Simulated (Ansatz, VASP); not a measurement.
# NaCl in VASP and in Ansatz

Contents of INCAR:

```
ALGO = Normal
EDIFF = 1E-7
ENCUT = 520
GGA = PS
ISIF = 2
ISMEAR = 0
LASPH = T
LCHARG = F
LREAL = F
LWAVE = F
NBANDS = 14
NELM = 60
PREC = Accurate
SIGMA = 0.05
```

File KPOINTS:

```
k-points
0
Gamma
  8 8 8
```

The input POSCAR:

```
NaCl
1.0
    0.0000000000      2.8317500000      3.0582900000
    2.8317500000      0.0000000000      3.0582900000
    2.8317500000      2.8317500000      0.0000000000
Na Cl
1 1
Direct
    0.0000000000      0.0000000000      0.0000000000
    0.5000000000      0.5000000000      0.5000000000
```

Input for Ansatz:

```yaml
crystal:
  lattice:
    - [0.0, 2.83175, 3.05829]
    - [2.83175, 0.0, 3.05829]
    - [2.83175, 2.83175, 0.0]
  atoms:
    - { symbol: Na, position: [0.0, 0.0, 0.0] }
    - { symbol: Cl, position: [0.5, 0.5, 0.5] }
basis:
  ecutwfc: 420
kpoints:
  mp_grid: { grid: [8, 8, 8] }
hamiltonian:
  xc: pbesol
scf:
  occupations: { method: gaussian, width: 0.05 }
output:
  forces: true
  stress: true
  eigenvalues: true
  write_density: true
  write_potential: true
  elf: true
  volumetric_format: npy
```

Change from the starting cell: strain +0.000 along x and y, +0.080 along z, atoms carried along.

Alike in both runs: task single point; functional PBEsol; k mesh 8 × 8 × 8; occupations gaussian, width 0.05 eV; no spin polarisation.

```csv
,VASP,Ansatz
version,VASP 6.6.1,Ansatz 0.2.0
potentials or method,"VASP PAW PBE potentials, release 64 (Na_pv, Cl), cutoff 520 eV","scalar-relativistic, plane waves, PAW"
valence electrons in the cell,14,16
```

|  | VASP | Ansatz | Ansatz less VASP |
| --- | --- | --- | --- |
| gap on the k mesh at the Fermi level (eV) | 4.61 | 4.61 | +0.002 |
| least direct gap on the mesh (eV) | 4.61 | 4.61 | +0.002 |
| pressure (GPa) | -1.9 | -1.9 | 0.00 |
| traceless stress, the component that is largest in VASP (GPa) | -0.95 | -0.93 | +0.023 |

VASP's potentials were made for PBE, not for PBEsol. With one functional, cell and mesh, what is left measures potentials, basis and numerics. VASP's potentials hold 14 valence electrons a cell and Ansatz's 16, so a difference there can come from the potentials and not from the codes.
